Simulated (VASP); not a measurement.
# Tc (P6_3/mmc) in VASP: further runs, part 3 of 3

VASP 6.6.1.

### 5 Single point, PBE

This run uses another cell than the first one, of 13.39 Å³/atom.

INCAR reads:

```
SYSTEM = Tc
ALGO = Fast
EDIFF = 1E-6
ENCUT = 520
GGA = PE
ISIF = 2
ISMEAR = -1
LASPH = .True.
LCHARG = .False.
LREAL = .False.
LWAVE = .False.
NBANDS = 34
NELM = 100
PREC = Accurate
SIGMA = 0.05
```

KPOINTS reads:

```
k-points
0
Gamma
  11 11 3
  0 0 0
```

POSCAR reads:

```
Tc
1.0
    2.6834343898      0.0000000000      0.0000000000
   -1.3417171949      2.3239223509      0.0000000000
    0.0000000000      0.0000000000      8.5906610552
Tc
4
Direct
    0.6666666667      0.3333333333      0.7500000000
    0.0000000000      0.0000000000      0.5000000000
    0.3333333333      0.6666666667      0.2500000000
    0.0000000000      0.0000000000      0.0000000000
```

Potentials or basis: VASP PAW PBE potentials, release 64 (Tc_pv).

Started as:

```sh
> cat potpaw_PBE.64/Tc_pv/POTCAR > POTCAR
> mpirun -np 1 vasp_std > vasp.out
```

OUTCAR:

```text
SYSTEM = Tc
   EDIFF = 1E-6
   ENCUT = 520
   GGA = PE
   ISIF = 2
   ISMEAR = -1
   LASPH = .True.
   LREAL = .False.
   NELM = 100
   PREC = Accurate

 ion  position               nearest neighbor table
   1  0.667  0.333  0.750-   2 2.65   4 2.65   2 2.65   4 2.65   2 2.65   4 2.65
   2  0.000  0.000  0.500-   1 2.65   3 2.65   3 2.65   1 2.65   1 2.65   3 2.65
   3  0.333  0.667  0.250-   2 2.65   4 2.65   2 2.65   4 2.65   2 2.65   4 2.65
   4  0.000  0.000  0.000-   1 2.65   3 2.65   3 2.65   1 2.65   1 2.65   3 2.65

  LATTYP: Found a hexagonal cell.
 ALAT       =     2.6834343898
 C/A-ratio  =     3.2013680259

  Lattice vectors:

 A1 = (   2.6834343898,   0.0000000000,   0.0000000000)
 A2 = (  -1.3417171949,   2.3239223509,   0.0000000000)
 A3 = (   0.0000000000,   0.0000000000,   8.5906610552)

Analysis of symmetry for initial positions (statically):
=====================================================================
 Subroutine PRICEL returns:
 Original cell was already a primitive cell.

 Routine SETGRP: Setting up the symmetry group for a
 hexagonal supercell.

 Subroutine GETGRP returns: Found 24 space group operations
 (whereof 12 operations were pure point group operations)
[... 167 lines left out ...]
  free energy    TOTEN  =       -41.08985007 eV

  energy without entropy =      -41.06251826  energy(sigma->0) =      -41.07618416

 E-fermi :  13.8798     XC(G=0): -14.1947

 val. band max:       13.8716622410   @ k =   0.3636   0.0000   0.0000
 cond. band min:      13.9025500431   @ k =   0.3636   0.0000   0.0000
 fundamental gap:      0.0308878021
 Fermi energy:        13.8797875590

 k-point     1 :       0.0000    0.0000    0.0000
  band No.  band energies     occupation
      1     -25.8579      2.00000
      2     -25.1148      2.00000
      3     -25.0112      2.00000
      4     -24.4794      2.00000
      5     -24.4794      2.00000
      6     -24.3761      2.00000
[... 877 lines left out ...]
     33      16.3893      0.00000
     34      17.0267      0.00000

 [... further k-points ...]
[... 5 lines left out ...]
  --------------------------------------------------------------------------------------
  -------------------------------------------------------------------------------------
  Total        8.5275519      8.5275519      9.2984148      0.0000000     -0.0000000      0.0000000
  in kB      255.0326446    255.0326446    278.0867663      0.0000000     -0.0000000      0.0000000
  external PRESSURE =     262.7173518 kB  Pullay stress =       0.0000000 kB

 VOLUME and BASIS-vectors are now :
 -----------------------------------------------------------------------------
  energy-cutoff  :      520.00
  volume of cell :       53.57
      direct lattice vectors                 reciprocal lattice vectors
     2.683434390  0.000000000  0.000000000     0.372656773  0.215153488  0.000000000
    -1.341717195  2.323922351  0.000000000     0.000000000  0.430306976  0.000000000
     0.000000000  0.000000000  8.590661055     0.000000000  0.000000000  0.116405477

 POSITION                                       TOTAL-FORCE (eV/Angst)
 -----------------------------------------------------------------------------------
      1.34172      0.77464      6.44300         0.000000     -0.000000      0.000000
      0.00000      0.00000      4.29533        -0.000000     -0.000000     -0.000000
     -0.00000      1.54928      2.14767        -0.000000      0.000000     -0.000000
      0.00000      0.00000      0.00000        -0.000000     -0.000000     -0.000000
 -----------------------------------------------------------------------------------
    total drift:                                0.000000     -0.000000      0.000000

  FREE ENERGIE OF THE ION-ELECTRON SYSTEM (eV)
  ---------------------------------------------------
  free  energy   TOTEN  =       -41.0898500707 eV

  energy  without entropy=      -41.0625182588  energy(sigma->0) =      -41.07618416
```

OSZICAR:

```text
N       E                     dE             d eps       ncg     rms          rms(c)
DAV:   1     0.719836013587E+03    0.71984E+03   -0.31567E+04  2320   0.162E+03
DAV:   2    -0.160056920796E+02   -0.73584E+03   -0.71648E+03  2356   0.496E+02
DAV:   3    -0.434359634813E+02   -0.27430E+02   -0.26473E+02  2550   0.107E+02
DAV:   4    -0.438557029355E+02   -0.41974E+00   -0.41681E+00  2454   0.134E+01
DAV:   5    -0.438603260080E+02   -0.46231E-02   -0.46204E-02  2376   0.139E+00    0.375E+01
RMM:   6    -0.414360821881E+02    0.24242E+01   -0.48071E+00  2178   0.149E+01    0.135E+01
RMM:   7    -0.410980744887E+02    0.33801E+00   -0.21372E+00  2248   0.879E+00    0.109E+00
RMM:   8    -0.411014059624E+02   -0.33315E-02   -0.18504E-01  2475   0.257E+00    0.118E+00
RMM:   9    -0.410895615529E+02    0.11844E-01   -0.40117E-02  2479   0.106E+00    0.651E-01
RMM:  10    -0.410899759078E+02   -0.41435E-03   -0.81099E-03  2661   0.444E-01    0.849E-02
RMM:  11    -0.410898808714E+02    0.95036E-04   -0.11804E-03  2675   0.198E-01    0.404E-02
RMM:  12    -0.410898454643E+02    0.35407E-04   -0.21769E-04  2651   0.930E-02    0.526E-03
RMM:  13    -0.410898496712E+02   -0.42069E-05   -0.43947E-05  2869   0.381E-02    0.399E-03
RMM:  14    -0.410898500707E+02   -0.39948E-06   -0.58723E-06  1939   0.128E-02
   1 F= -.41089850E+02 E0= -.41076184E+02  d E =-.273318E-01
```

It took 68 s on 1 thread of Intel Xeon 8259CL, shared host; peak memory 0.18 GiB.

What came out:

```
Free energy            : -41.0899 eV
Pressure               : 26.3 GPa
Band gap on the k mesh : zero (bands 26 and 27 overlap by 3.24 eV)
```

Caveat: the cell stands under pressure.

### 6 Single point, PBE

This run uses another cell than the first one, of 13.68 Å³/atom.

INCAR reads:

```
PREC = Accurate
ENCUT = 520
EDIFF = 1E-6
ISMEAR = -1
SIGMA = 0.05
LREAL = False
LASPH = True
NELM = 100
ALGO = Normal
ISIF = 2
LWAVE = False
LCHARG = False
GGA = PE
NBANDS = 34
```

KPOINTS reads:

```
regular mesh
0
Gamma
  11 11 3
```

POSCAR reads:

```
Tc
1.0
    2.7023324377      0.0000000000      0.0000000000
   -1.3511662188      2.3402885405      0.0000000000
    0.0000000000      0.0000000000      8.6511606616
Tc
4
Direct
    0.6666666667      0.3333333333      0.7500000000
    0.0000000000      0.0000000000      0.5000000000
    0.3333333333      0.6666666667      0.2500000000
    0.0000000000      0.0000000000      0.0000000000
```

Potentials or basis: VASP PAW PBE potentials, release 64 (Tc_pv).

Started as:

```sh
> cat potpaw_PBE.64/Tc_pv/POTCAR > POTCAR
> mpirun -np 1 vasp_std > vasp.out
```

Run time: 60 s. Hardware: 1 thread of Intel Xeon 8259CL, shared host; peak memory 0.19 GiB.

It converged, with:

| Quantity | Value |
| --- | --- |
| Free energy | -41.2479 eV |
| Pressure | 17.9 GPa |
| Band gap on the k mesh | zero (bands 26 and 27 overlap by 3.12 eV) |

Stress tensor (GPa, compression positive):
```
17.16  0.00  0.00
 0.00 17.16  0.00
 0.00  0.00 19.35
```

Levels at points of the mesh, in eV from the Fermi level:
| k point | band 22 | band 23 | band 24 | band 25 | band 26 | band 27 | band 28 | band 29 | band 30 | band 31 |
| --- | --- | --- | --- | --- | --- | --- | --- | --- | --- | --- |
| (0.00, 0.00, 0.00) | -1.98 | -1.61 | -1.35 | -1.35 | -1.23 | -1.23 | 0.28 | 0.28 | 1.04 | 1.04 |

Caveat: the cell stands under pressure.

### 7 Summary

| cell | k mesh | gap on the mesh (eV) | pressure (GPa) |
| --- | --- | --- | --- |
| a = 2.739, b = 2.739, c = 8.857 Å, angles 90.0, 90.0, 120.0°, 4 atoms | 9 × 9 × 3 | none | 0.6 |
| a = 2.739, b = 2.739, c = 8.945 Å, angles 90.0, 90.0, 120.0°, 4 atoms | 9 × 9 × 3 | none | -2.2 |
| a = 2.739, b = 2.739, c = 9.120 Å, angles 90.0, 90.0, 120.0°, 4 atoms | 9 × 9 × 3 | none | -7.3 |
| a = 2.683, b = 2.683, c = 8.591 Å, angles 90.0, 90.0, 120.0°, 4 atoms | 11 × 11 × 3 | none | 26.3 |
| a = 2.702, b = 2.702, c = 8.651 Å, angles 90.0, 90.0, 120.0°, 4 atoms | 11 × 11 × 3 | none | 17.9 |

Alike in all rows: task single point; level PBE; potentials or basis VASP PAW PBE potentials, release 64 (Tc_pv); no spin polarisation; cutoff (eV) 520; smearing fermi-dirac 0.05 eV.

Caveats: the cell stands under pressure (at least some runs); the cell stands under tension (at least some runs).

Absolute energies hang on the potentials; compare differences alone.
